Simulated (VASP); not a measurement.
TiSi16 (a cell with a defect), 17 atoms in the cell. The cell holds a defect, 17 atoms: a = 7.679 Å, b = 7.679 Å, c = 7.679 Å, α = 60.00°, β = 60.00°, γ = 60.00°. 

```yaml
Program: VASP 6.6.1
Task: single point
Functional: PBE
Potentials_or_basis: VASP PAW PBE potentials, release 64 (Si, Ti_sv)
Cutoff: 520 eV
k_mesh: 2 × 2 × 2
Occupations: fermi-dirac, width 0.02 eV
Spin: no spin polarisation
Dipole_correction: no
Further_INCAR_settings: LREAL = Auto; ALGO = Normal; EDIFF = 1e-06; NBANDS = 52
```

Potentials or basis: VASP PAW PBE potentials, release 64 (Si, Ti_sv).

Command:

```bash
$ cat potpaw_PBE.64/Si/POTCAR potpaw_PBE.64/Ti_sv/POTCAR > POTCAR
$ mpirun -np 1 vasp_std > vasp.out
```

Hardware: 1 thread of Intel(R) Xeon(R) 6975P-C (Granite Rapids), on a shared host.

Task: Estimate the wall time of this run.

Result: It took 2.3 min on 1 thread of Intel(R) Xeon(R) 6975P-C (Granite Rapids) (shared host), peak memory 0.5 GiB. Counts: scf iterations 16, k points 8.
